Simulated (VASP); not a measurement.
# Nd2H3 (R-3m) in VASP: notebook, part 2 of 2

VASP 6.6.1. The steps go on from the part before.

**3. Single point, PBE**

This run uses another cell than the first one, of 18.13 Å³/atom.

INCAR reads:

```
SYSTEM = Nd2H3
ALGO = Normal ; EDIFF = 1E-6
ENCUT = 500 ; GGA = PE
GGA_COMPAT = .False. ; ISIF = 2
ISMEAR = 0 ; LASPH = .True.
LCHARG = .False. ; LMAXMIX = 6
LREAL = .False. ; LWAVE = .False.
NBANDS = 20 ; NELM = 200
PREC = Accurate ; SIGMA = 0.1
```

KPOINTS reads:

```
k-points
0
Gamma
  6 6 6
  0 0 0
```

POSCAR reads:

```
Nd2H3
1.0
    2.6561364200      1.5335210800      3.7097284200
   -2.6561364200      1.5335210800      3.7097284200
    0.0000000000     -3.0670421600      3.7097284200
Nd H
2 3
Direct
    0.5000000000      0.5000000000      0.5000000000
    0.0000000000      0.0000000000      0.0000000000
    0.0000000000      0.0000000000      0.5000000000
    0.5000000000      0.0000000000      0.0000000000
    0.0000000000      0.5000000000      0.0000000000
```

Potentials or basis: VASP PAW PBE potentials, release 64 (Nd_3, H), 4f in core.

Run with:

```console
$ cat potpaw_PBE.64/Nd_3/POTCAR potpaw_PBE.64/H/POTCAR > POTCAR
$ mpirun -np 1 vasp_std > vasp.out
```

OUTCAR:

```text
SYSTEM = Nd2H3
   EDIFF = 1E-6
   ENCUT = 500
   GGA = PE
   ISIF = 2
   ISMEAR = 0
   LASPH = .True.
   LREAL = .False.
   NELM = 200
   PREC = Accurate

 ion  position               nearest neighbor table
   1  0.500  0.500  0.500-   2 3.58   2 3.58   2 3.58   2 3.58   2 3.58   2 3.58
   2  0.000  0.000  0.000-   1 3.58   1 3.58   1 3.58   1 3.58   1 3.58   1 3.58
   3  0.000  0.000  0.500-
   4  0.500  0.000  0.000-
   5  0.000  0.500  0.000-

  LATTYP: Found a trigonal (rhomboedric) cell.
 ALAT       =     4.8134013505
 COS(alpha) =     0.3909869488

  Lattice vectors:

 A1 = (   2.6561364200,   1.5335210800,   3.7097284200)
 A2 = (  -2.6561364200,   1.5335210800,   3.7097284200)
 A3 = (   0.0000000000,  -3.0670421600,   3.7097284200)

Analysis of symmetry for initial positions (statically):
=====================================================================
 Subroutine PRICEL returns:
 Original cell was already a primitive cell.

[... 171 lines left out ...]
  free energy    TOTEN  =       -20.17817784 eV

  energy without entropy =      -20.15494076  energy(sigma->0) =      -20.16655930

 E-fermi :   2.3995     XC(G=0):  -9.1425

 val. band max:        2.3957353616   @ k =  -0.1667   0.1667   0.0000
 cond. band min:       2.4124246641   @ k =   0.3333   0.1667   0.1667
 fundamental gap:      0.0166893025
 Fermi energy:         2.3994550448

 k-point     1 :       0.0000    0.0000    0.0000
  band No.  band energies     occupation
      1     -36.1171      2.00000
      2     -35.5518      2.00000
      3     -17.3266      2.00000
      4     -17.3266      2.00000
      5     -17.2382      2.00000
      6     -16.6003      2.00000
[... 541 lines left out ...]
     19       5.5782      0.00000
     20       6.2332      0.00000

 [... further k-points ...]

------------------------ aborting loop because EDIFF is reached ----------------------------------------

  FORCE on cell =-STRESS in cart. coord.  units (eV):
  Direction    XX          YY          ZZ          XY          YZ          ZX
  --------------------------------------------------------------------------------------
  -------------------------------------------------------------------------------------
  Total       -2.5623782     -2.5623782     -2.1638207      0.0000000     -0.0000000      0.0000000
  in kB      -45.2814499    -45.2814501    -38.2382800      0.0000000     -0.0000000      0.0000000
  external PRESSURE =     -42.9337267 kB  Pullay stress =       0.0000000 kB

 VOLUME and BASIS-vectors are now :
 -----------------------------------------------------------------------------
  energy-cutoff  :      500.00
  volume of cell :       90.66
      direct lattice vectors                 reciprocal lattice vectors
     2.656136420  1.533521080  3.709728420     0.188243343  0.108682345  0.089853837
    -2.656136420  1.533521080  3.709728420    -0.188243343  0.108682345  0.089853837
     0.000000000 -3.067042160  3.709728420     0.000000000 -0.217364689  0.089853837

 POSITION                                       TOTAL-FORCE (eV/Angst)
 -----------------------------------------------------------------------------------
      0.00000      0.00000      5.56459         0.000000      0.000000     -0.000000
      0.00000      0.00000      0.00000         0.000000     -0.000000     -0.000000
      0.00000     -1.53352      1.85486         0.000000      0.000000      0.000000
      1.32807      0.76676      1.85486         0.000000      0.000000     -0.000000
     -1.32807      0.76676      1.85486        -0.000000      0.000000     -0.000000
 -----------------------------------------------------------------------------------
    total drift:                                0.000000     -0.000000      0.000000

  FREE ENERGIE OF THE ION-ELECTRON SYSTEM (eV)
  ---------------------------------------------------
  free  energy   TOTEN  =       -20.1781778392 eV

  energy  without entropy=      -20.1549407585  energy(sigma->0) =      -20.16655930
```

It took 37 s on 1 thread of Intel Xeon Platinum 8488C (Sapphire Rapids), shared host; peak memory 0.22 GiB.

What came out:

| Quantity | Value |
| --- | --- |
| Free energy | -20.1782 eV |
| Pressure | -4.3 GPa |
| Band gap on the k mesh | zero (an odd number of electrons rules out a gap without spin polarisation) |

Stress tensor (GPa, compression positive):
```
-4.53  0.00  0.00
 0.00 -4.53  0.00
 0.00  0.00 -3.82
```

Caveat: the cell stands under tension; spin-orbit coupling is left out, which moves the levels of the heavy elements; the 4f electrons are frozen in the core, so they carry no moment and show no levels.
